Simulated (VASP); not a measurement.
**SnO2: single point with PBEsol**

SnO2:

```
CELL_PARAMETERS angstrom
-4.89027 -4.89027 0.00000
4.89027 -4.89027 0.00000
0.00000 0.00000 6.57852
ATOMIC_POSITIONS crystal
Sn 0.50728 0.49135 0.01365
Sn 0.98387 0.49772 0.25595
Sn 0.50771 0.46109 0.53337
Sn 0.99291 0.50096 0.72550
Sn 0.00717 0.02436 0.00403
Sn 0.53485 0.95656 0.26720
Sn 0.00795 0.95696 0.48164
Sn 0.49404 0.97922 0.79063
O 0.18725 0.49922 0.99061
O 0.96165 0.15832 0.27584
O 0.79737 0.45185 0.03860
O 0.04388 0.79278 0.24084
O 0.19134 0.46419 0.49612
O 0.00250 0.19967 0.77917
O 0.78734 0.50007 0.46947
O 0.05099 0.82074 0.76146
O 0.67418 0.94438 0.02139
O 0.48956 0.66898 0.30183
O 0.32084 0.04783 0.00397
O 0.52356 0.27120 0.24642
O 0.71420 0.01306 0.49754
O 0.53689 0.67688 0.75882
O 0.33591 0.04587 0.52776
O 0.49589 0.27648 0.76653
```

| Property | Result |
| --- | --- |
| Program | VASP 6.6.1 |
| Task | single point |
| Functional | PBEsol |
| Potentials or basis | VASP PAW PBE potentials, release 64 (Sn_d, O) |
| Cutoff | 520 eV |
| k mesh | 3 × 3 × 3 |
| Occupations | fermi-dirac, width 0.17 eV |
| Spin | no spin polarisation |

The pressure is -4.8 GPa. The largest force is 5.337 eV/Å and the band gap on the k mesh is 0.02 eV (least direct gap 0.24 eV).

Forces on the atoms (eV/Å):
```
Sn   0.033  2.276  1.413
Sn  -3.131 -1.461 -1.988
Sn   0.710  2.043 -2.566
Sn  -1.430 -0.040  2.886
Sn  -1.433  0.171  0.798
Sn   4.271  0.395  3.175
Sn   0.593 -2.201  3.188
Sn  -0.045 -0.167 -4.394
O   -0.085 -0.066  0.502
O    0.799 -2.161 -1.730
O    0.611 -0.737 -2.393
O   -0.162  0.875 -0.634
O    0.951  0.092  0.008
O    1.288 -0.239 -2.210
O   -0.942 -1.518  2.843
O   -0.247  1.707 -0.717
O   -2.901 -2.579 -1.878
O   -0.071  0.300 -1.524
O    0.841  2.645  2.623
O    1.467 -0.781  0.838
O   -1.119  0.842  1.856
O   -0.134  0.795  0.362
O   -0.754  2.178 -1.177
O    0.889 -2.369  0.717
```

Stress tensor (GPa, compression positive):
```
-5.89  0.75  1.52
 0.75 -5.88  1.61
 1.52  1.61 -2.65
```

Levels at points of the mesh, in eV from the valence-band top:
```
           k point  band 100  band 101  band 102  band 103  band 104  band 105  band 106  band 107  band 108  band 109
(0.00, 0.00, 0.00)     -0.81     -0.78     -0.65     -0.38     -0.22      0.02      2.30      2.95      3.34      3.63
```

It took 45 min on 1 thread of Intel Xeon 8259CL, with other jobs on the host, peak memory 0.53 GiB.

Caveat: the cell stands under tension; the smearing spreads over this small gap; semilocal functionals underestimate gaps, and a narrow one can read as zero; the PAW data sets were made with another functional, which shifts forces and pressure a little; spin-orbit coupling is left out, which moves the levels of the heavy elements. A k mesh can miss the band edges.
